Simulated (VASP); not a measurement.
# Cs (P6/mmm) in VASP: further runs

The runs below take Cs through single point, with PBEsol.

All numbers are computed with VASP 6.6.1; they aren't measurements. Logs are shortened: lines on timing, memory, paths and dates and some standing lists are left out, and cuts for length are marked.

### 1 The cell of the first run

It takes space group P6/mmm (No. 191, hexagonal). Conventional cell: a = 8.234 Å, b = 8.234 Å, c = 4.901 Å, α = 90.00°, β = 90.00°, γ = 120.00°.

This isn't the form of Cs at room conditions, which is bcc.

### 2 Single point, PBEsol (95.94 Å³/atom)

Input file INCAR:

```
SYSTEM = Cs
ALGO = Normal
EDIFF = 1E-7
ENCUT = 520
GGA = PS
ISIF = 2
ISMEAR = -1
LASPH = .True.
LCHARG = .True.
LELF = .True.
LREAL = .False.
LVHAR = .True.
LWAVE = .False.
NBANDS = 20
NELM = 60
PREC = Accurate
SIGMA = 0.1
```

Input file KPOINTS:

```
k-points
0
Gamma
  5 5 7
  0 0 0
```

Input file POSCAR:

```
Cs
1.0
    8.2344968771      0.0000000000      0.0000000000
   -4.1172484386      7.1312834829      0.0000000000
    0.0000000000      0.0000000000      4.9014035216
Cs
3
Direct
    0.0000000000      0.0000000000      0.0000000000
    0.3333333333      0.6666666667      0.5000000000
    0.6666666667      0.3333333333      0.5000000000
```

Potentials or basis: VASP PAW PBE potentials, release 64 (Cs_sv).

Run with:

```
$ cat potpaw_PBE.64/Cs_sv/POTCAR > POTCAR
$ mpirun -np 1 vasp_std > vasp.out
```

OUTCAR:

```text
SYSTEM = Cs
   EDIFF = 1E-7
   ENCUT = 520
   GGA = PS
   ISIF = 2
   ISMEAR = -1
   LASPH = .True.
   LREAL = .False.
   NELM = 60
   PREC = Accurate

 ion  position               nearest neighbor table
   1  0.000  0.000  0.000-
   2  0.333  0.667  0.500-
   3  0.667  0.333  0.500-

  LATTYP: Found a hexagonal cell.
 ALAT       =     8.2344968771
 C/A-ratio  =     0.5952280503

  Lattice vectors:

 A1 = (   8.2344968771,   0.0000000000,   0.0000000000)
 A2 = (  -4.1172484386,   7.1312834829,   0.0000000000)
 A3 = (   0.0000000000,   0.0000000000,   4.9014035216)

Analysis of symmetry for initial positions (statically):
=====================================================================
 Subroutine PRICEL returns:
 Original cell was already a primitive cell.

 Routine SETGRP: Setting up the symmetry group for a
 hexagonal supercell.

 Subroutine GETGRP returns: Found 24 space group operations
 (whereof 24 operations were pure point group operations)
 out of a pool of 24 trial point group operations.

The static configuration has the point symmetry D_6h.

Analysis of symmetry for dynamics (positions and initial velocities):
=====================================================================
 Subroutine PRICEL returns:
 Original cell was already a primitive cell.

 Routine SETGRP: Setting up the symmetry group for a
 hexagonal supercell.

 Subroutine GETGRP returns: Found 24 space group operations
 (whereof 24 operations were pure point group operations)
 out of a pool of 24 trial point group operations.

The dynamic configuration has the point symmetry D_6h.

 Subroutine INISYM returns: Found 24 space group operations
 (whereof 24 operations are pure point group operations),
 and found     1 'primitive' translations

----------------------------------------------------------------------------------------

                                     Primitive cell

  volume of cell :     287.8228

  direct lattice vectors                    reciprocal lattice vectors
     8.234496877  0.000000000  0.000000000     0.121440328  0.070113606  0.000000000
    -4.117248439  7.131283483  0.000000000     0.000000000  0.140227212  0.000000000
     0.000000000  0.000000000  4.901403522     0.000000000  0.000000000  0.204023194

  length of vectors
     8.234496877  8.234496877  4.901403522     0.140227212  0.140227212  0.204023194

  position of ions in fractional coordinates (direct lattice)
     0.000000000  0.000000000  0.000000000
     0.333333333  0.666666667  0.500000000
     0.666666667  0.333333333  0.500000000

  ion indices of the primitive-cell ions
   primitive index   ion index
                 1           1
                 2           2
                 3           3

----------------------------------------------------------------------------------------

 KPOINTS: k-points

Automatic generation of k-mesh.
 Grid dimensions read from file:
 generate k-points for:    5    5    7

 Generating k-lattice:

  Cartesian coordinates                     Fractional coordinates (reciprocal lattice)
     0.024288066  0.014022721  0.000000000     0.200000000  0.000000000  0.000000000
     0.000000000  0.028045442  0.000000000     0.000000000  0.200000000  0.000000000
     0.000000000  0.000000000  0.029146171     0.000000000  0.000000000  0.142857143

  Length of vectors
     0.028045442  0.028045442  0.029146171

  Shift w.r.t. Gamma in fractional coordinates (k-lattice)
     0.000000000  0.000000000  0.000000000

 Subroutine IBZKPT returns following result:
 ===========================================

 Found     20 irreducible k-points:

 Following reciprocal coordinates:
            Coordinates               Weight
  0.000000  0.000000  0.000000      1.000000
  0.200000  0.000000  0.000000      6.000000
  0.400000 -0.000000  0.000000      6.000000
  0.200000  0.200000  0.000000      6.000000
  0.400000  0.200000  0.000000      6.000000
  0.000000  0.000000  0.142857      2.000000
[... 12 lines left out ...]
  0.200000  0.200000  0.428571     12.000000
  0.400000  0.200000  0.428571     12.000000
   k-points           NKPTS =     20   k-points in BZ     NKDIM =     20   number of bands    NBANDS=     20
   number of dos      NEDOS =    301   number of ions     NIONS =      3
   total plane-waves  NPLWV = 147456
   dimension x,y,z NGX =    64 NGY =   64 NGZ =   36
   dimension x,y,z NGXF=   128 NGYF=  128 NGZF=   72
   ions per type =               3
   NGX,Y,Z   is equivalent  to a cutoff of  12.92, 12.92, 12.21 a.u.
   NGXF,Y,Z  is equivalent  to a cutoff of  25.84, 25.84, 24.42 a.u.
 SYSTEM =  Cs
   PREC   = accura    normal or accurate (medium, high low for compatibility)
   ISTART =      0    job   : 0-new  1-cont  2-samecut
   ICHARG =      2    charge: 1-file 2-atom 10-const
   ISPIN  =      1    spin polarized calculation?
   LNONCOLLINEAR =      F non collinear calculations
   LSORBIT =      F    spin-orbit coupling
   LASPH  =      T    aspherical Exc in radial PAW
   ENCUT  =  520.0 eV  38.22 Ry    6.18 a.u.  15.31 15.31  9.11*2*pi/ulx,y,z
   NELM   =     60;   NELMIN=  2; NELMDL= -5     # of ELM steps
   EDIFF  = 0.1E-06   stopping-criterion for ELM
   LREAL  =      F    real-space projection
   EDIFFG = 0.1E-05   stopping-criterion for IOM
   NSW    =      0    number of steps for IOM
   IBRION =     -1    ionic relax: 0-MD 1-quasi-New 2-CG
   NFREE  =      0    steps in history (QN), initial steepest desc. (CG)
   ISIF   =      2    stress and relaxation
   ISYM   =      2    0-nonsym 1-usesym 2-fastsym
   POTIM  = 0.5000    time-step for ionic-motion
   TEBEG  =    0.0;   TEEND  =   0.0 temperature during run
   PSTRESS=    0.0 pullay stress
   NELECT =      27.0000    total number of electrons
   NUPDOWN=      -1.0000    fix difference up-down
   EMIN   =  10.00;   EMAX   =-10.00  energy-range for DOS
   EFERMI =   0.00;   METHOD = LEGACY
   ISMEAR =    -1;   SIGMA  =   0.10  broadening in eV -4-tet -1-fermi 0-gaus
   EFERMI_NEDOS =   21; number of points for ismear=-14 and -15
   IALGO  =     38    algorithm
   IMIX   =      4    mixing-type and parameters
     AMIX     =   0.40;   BMIX     =  1.00
     AMIX_MAG =   1.60;   BMIX_MAG =  1.00
  volume/ion in A,a.u.               =      95.94       647.44
  Fermi-wavevector in a.u.,A,eV,Ry     =   0.743854  1.405680  7.528358  0.553319
  Thomas-Fermi vector in A             =   1.839068
   LORBIT       =      0    0 simple, 1 ext, 2 COOP (PROOUT), +10 PAW based schemes
   GGA     = PS    functional components
   LHFCALC =     F    Hartree Fock is set to
   AEXX    =    0.0000 exact exchange contribution
   IVDW    =     0    specifies the selected vdW correction
   LEPSILON=     F    determine dielectric tensor
   LRPA    =     F    only Hartree local field effects (RPA)
 non-spin polarized calculation
  energy-cutoff  :      520.00
  volume of cell :      287.82
 maximum number of plane-waves:      7800
 NGX is ok and might be reduce to    64
   NGX = 31   NGY = 31   NGZ = 19

 number of electron      27.0000002 magnetization

 Free energy of the ion-electron system (eV)
  ---------------------------------------------------
  ext. energy  EPLUGINS =         0.00000000
  ---------------------------------------------------
  free energy    TOTEN  =        -2.82950914 eV

  energy without entropy =       -2.70943431  energy(sigma->0) =       -2.76947172

 E-fermi :   0.8418     XC(G=0):  -5.9707

 val. band max:        0.8391436720   @ k =   0.2000   0.2000   0.1429
 cond. band min:       0.8737175594   @ k =   0.2000   0.2000   0.1429
 fundamental gap:      0.0345738874
 Fermi energy:         0.8417907388

 k-point     1 :       0.0000    0.0000    0.0000
  band No.  band energies     occupation
      1     -22.9468      2.00000
      2     -22.9268      2.00000
      3     -22.8235      2.00000
      4      -9.8369      2.00000
      5      -9.8369      2.00000
      6      -9.7100      2.00000
[... 12 lines left out ...]
     19       1.9513      0.00003
     20       3.1442      0.00000

 k-point     2 :       0.2000    0.0000    0.0000
  band No.  band energies     occupation
      1     -22.9451      2.00000
      2     -22.9285      2.00000
      3     -22.8235      2.00000
      4      -9.8525      2.00000
      5      -9.8340      2.00000
      6      -9.6900      2.00000
[... 12 lines left out ...]
     19       2.4996      0.00000
     20       3.1481      0.00000

 k-point     3 :       0.4000   -0.0000    0.0000
  band No.  band energies     occupation
      1     -22.9411      2.00000
      2     -22.9324      2.00000
      3     -22.8237      2.00000
      4      -9.8720      2.00000
      5      -9.8070      2.00000
      6      -9.7047      2.00000
[... 12 lines left out ...]
     19       2.6687      0.00000
     20       2.7223      0.00000

 k-point     4 :       0.2000    0.2000    0.0000
  band No.  band energies     occupation
      1     -22.9421      2.00000
      2     -22.9314      2.00000
      3     -22.8237      2.00000
      4      -9.8614      2.00000
      5      -9.8230      2.00000
      6      -9.6988      2.00000
[... 12 lines left out ...]
     19       2.7118      0.00000
     20       2.8568      0.00000

 k-point     5 :       0.4000    0.2000    0.0000
  band No.  band energies     occupation
      1     -22.9388      2.00000
      2     -22.9347      2.00000
      3     -22.8237      2.00000
      4      -9.8653      2.00000
      5      -9.7935      2.00000
      6      -9.7440      2.00000
[... 12 lines left out ...]
     19       2.5885      0.00000
     20       2.6023      0.00000
[... 261 lines left out ...]
      6      -9.8044      2.00000
[... 12 lines left out ...]
     19       2.7893      0.00000
     20       2.8739      0.00000

 k-point    18 :       0.4000   -0.0000    0.4286
  band No.  band energies     occupation
      1     -22.9327      2.00000
      2     -22.9241      2.00000
      3     -22.8152      2.00000
      4      -9.8433      2.00000
      5      -9.8265      2.00000
      6      -9.8091      2.00000
[... 12 lines left out ...]
     19       2.2886      0.00000
     20       2.8669      0.00000

 k-point    19 :       0.2000    0.2000    0.4286
  band No.  band energies     occupation
      1     -22.9336      2.00000
      2     -22.9231      2.00000
      3     -22.8152      2.00000
      4      -9.8446      2.00000
      5      -9.8384      2.00000
      6      -9.8077      2.00000
[... 12 lines left out ...]
     19       2.5365      0.00000
     20       2.7904      0.00000

 k-point    20 :       0.4000    0.2000    0.4286
  band No.  band energies     occupation
      1     -22.9304      2.00000
      2     -22.9264      2.00000
      3     -22.8152      2.00000
      4      -9.8534      2.00000
      5      -9.8365      2.00000
      6      -9.8185      2.00000
[... 12 lines left out ...]
     19       2.4482      0.00000
     20       2.8560      0.00000

------------------------ aborting loop because EDIFF is reached ----------------------------------------

  FORCE on cell =-STRESS in cart. coord.  units (eV):
  Direction    XX          YY          ZZ          XY          YZ          ZX
  --------------------------------------------------------------------------------------
  -------------------------------------------------------------------------------------
  Total        0.5398822      0.5398822      0.5941272     -0.0000000      0.0000000      0.0000000
  in kB        3.0052762      3.0052762      3.3072329     -0.0000000      0.0000000      0.0000000
  external PRESSURE =       3.1059284 kB  Pullay stress =       0.0000000 kB

 VOLUME and BASIS-vectors are now :
 -----------------------------------------------------------------------------
  energy-cutoff  :      520.00
  volume of cell :      287.82
      direct lattice vectors                 reciprocal lattice vectors
     8.234496877  0.000000000  0.000000000     0.121440328  0.070113606  0.000000000
    -4.117248439  7.131283483  0.000000000     0.000000000  0.140227212  0.000000000
     0.000000000  0.000000000  4.901403522     0.000000000  0.000000000  0.204023194

 POSITION                                       TOTAL-FORCE (eV/Angst)
 -----------------------------------------------------------------------------------
      0.00000      0.00000      0.00000         0.000000      0.000000      0.000000
     -0.00000      4.75419      2.45070         0.000000      0.000000     -0.000000
      4.11725      2.37709      2.45070        -0.000000     -0.000000      0.000000
 -----------------------------------------------------------------------------------
    total drift:                                0.000000     -0.000000      0.000000

  FREE ENERGIE OF THE ION-ELECTRON SYSTEM (eV)
  ---------------------------------------------------
  free  energy   TOTEN  =        -2.8295091384 eV

  energy  without entropy=       -2.7094343087  energy(sigma->0) =       -2.76947172
```

It took 46 s on 1 thread of AMD EPYC 9R45 (Zen 5), shared host; peak memory 0.37 GiB.

Results:

```
Free energy            : -2.8295 eV
Pressure               : 0.3 GPa
Band gap on the k mesh : zero (an odd number of electrons rules out a gap without spin polarisation)
```

Levels at points of the mesh, in eV from the Fermi level:
| k point | band 11 | band 12 | band 13 | band 14 | band 15 | band 16 |
| --- | --- | --- | --- | --- | --- | --- |
| (0.00, 0.00, 0.00) | -10.42 | -10.37 | -1.86 | 0.63 | 0.96 | 0.96 |

Caveat: the PAW data sets were made with another functional, which shifts forces and pressure a little; spin-orbit coupling is left out, which moves the levels of the heavy elements.

### 3 Single point, PBEsol (100.30 Å³/atom)

This run uses another cell than the first one, of 100.30 Å³/atom.

Input file INCAR:

```
SYSTEM = Cs
PREC = Accurate ; ENCUT = 520
EDIFF = 1E-7 ; ISMEAR = -1
SIGMA = 0.1 ; LREAL = .FALSE.
LASPH = .TRUE. ; NELM = 100
ALGO = Normal ; ISIF = 2
LWAVE = .FALSE. ; LCHARG = .FALSE.
GGA = PS ; NBANDS = 20
```

Input file KPOINTS:

```
regular mesh
0
G
  5 5 7
  0 0 0
```

Input file POSCAR:

```
Cs
1.0
    8.3574179378      0.0000000000      0.0000000000
   -4.1787089689      7.2377362442      0.0000000000
    0.0000000000      0.0000000000      4.9745695849
Cs
3
Direct
    0.0000000000      0.0000000000      0.0000000000
    0.3333333333      0.6666666667      0.5000000000
    0.6666666667      0.3333333333      0.5000000000
```

Potentials or basis: VASP PAW PBE potentials, release 64 (Cs_sv).

Run with:

```
$ cat potpaw_PBE.64/Cs_sv/POTCAR > POTCAR
$ mpirun -np 1 vasp_std > vasp.out
```

OUTCAR:

```text
SYSTEM = Cs
   PREC = Accurate
   ENCUT = 520
   EDIFF = 1E-7
   ISMEAR = -1
   LREAL = .FALSE.
   LASPH = .TRUE.
   NELM = 100
   ISIF = 2
   GGA = PS

 ion  position               nearest neighbor table
   1  0.000  0.000  0.000-
   2  0.333  0.667  0.500-
   3  0.667  0.333  0.500-

  LATTYP: Found a hexagonal cell.
 ALAT       =     8.3574179378
 C/A-ratio  =     0.5952280503

  Lattice vectors:

 A1 = (   8.3574179378,   0.0000000000,   0.0000000000)
 A2 = (  -4.1787089689,   7.2377362442,   0.0000000000)
 A3 = (   0.0000000000,   0.0000000000,   4.9745695849)

Analysis of symmetry for initial positions (statically):
=====================================================================
 Subroutine PRICEL returns:
 Original cell was already a primitive cell.

 Routine SETGRP: Setting up the symmetry group for a
 hexagonal supercell.

 Subroutine GETGRP returns: Found 24 space group operations
 (whereof 24 operations were pure point group operations)
 out of a pool of 24 trial point group operations.
[... 155 lines left out ...]
  ---------------------------------------------------
  free energy    TOTEN  =        -2.85038925 eV

  energy without entropy =       -2.73136957  energy(sigma->0) =       -2.79087941

 E-fermi :   0.7168     XC(G=0):  -5.8445

 val. band max:        0.7079283789   @ k =   0.2000   0.2000   0.1429
 cond. band min:       0.7295485070   @ k =   0.4000   0.0000   0.0000
 fundamental gap:      0.0216201281
 Fermi energy:         0.7167884550

 k-point     1 :       0.0000    0.0000    0.0000
  band No.  band energies     occupation
      1     -23.0897      2.00000
      2     -23.0732      2.00000
      3     -22.9751      2.00000
      4      -9.9646      2.00000
      5      -9.9646      2.00000
      6      -9.8499      2.00000
[... 449 lines left out ...]
     19       2.3148      0.00000
     20       2.7191      0.00000

------------------------ aborting loop because EDIFF is reached ----------------------------------------

  FORCE on cell =-STRESS in cart. coord.  units (eV):
  Direction    XX          YY          ZZ          XY          YZ          ZX
  --------------------------------------------------------------------------------------
  -------------------------------------------------------------------------------------
  Total        0.3348566      0.3348566      0.3881054      0.0000000     -0.0000000      0.0000000
  in kB        1.7829497      1.7829497      2.0664736      0.0000000     -0.0000000      0.0000000
  external PRESSURE =       1.8774576 kB  Pullay stress =       0.0000000 kB

 VOLUME and BASIS-vectors are now :
 -----------------------------------------------------------------------------
  energy-cutoff  :      520.00
  volume of cell :      300.91
      direct lattice vectors                 reciprocal lattice vectors
     8.357417938  0.000000000  0.000000000     0.119654181  0.069082374  0.000000000
    -4.178708969  7.237736244  0.000000000     0.000000000  0.138164747  0.000000000
     0.000000000  0.000000000  4.974569585     0.000000000  0.000000000  0.201022417

 POSITION                                       TOTAL-FORCE (eV/Angst)
 -----------------------------------------------------------------------------------
      0.00000      0.00000      0.00000        -0.000000      0.000000     -0.000000
     -0.00000      4.82516      2.48728         0.000000      0.000000     -0.000000
      4.17871      2.41258      2.48728        -0.000000      0.000000      0.000000
 -----------------------------------------------------------------------------------
    total drift:                                0.000000     -0.000000      0.000000

  FREE ENERGIE OF THE ION-ELECTRON SYSTEM (eV)
  ---------------------------------------------------
  free  energy   TOTEN  =        -2.8503892494 eV

  energy  without entropy=       -2.7313695691  energy(sigma->0) =       -2.79087941
```

It took 47 s on 1 thread of AMD EPYC 9R45 (Zen 5), shared host; peak memory 0.41 GiB.

What came out:

| Item | Value |
| --- | --- |
| Free energy | -2.8504 eV |
| Pressure | 0.2 GPa |
| Band gap on the k mesh | zero (an odd number of electrons rules out a gap without spin polarisation) |

Levels at points of the mesh, in eV from the Fermi level:
| k point | band 11 | band 12 | band 13 | band 14 | band 15 | band 16 |
| --- | --- | --- | --- | --- | --- | --- |
| (0.00, 0.00, 0.00) | -10.45 | -10.40 | -1.81 | 0.65 | 0.93 | 0.93 |

Caveat: the PAW data sets were made with another functional, which shifts forces and pressure a little; spin-orbit coupling is left out, which moves the levels of the heavy elements.
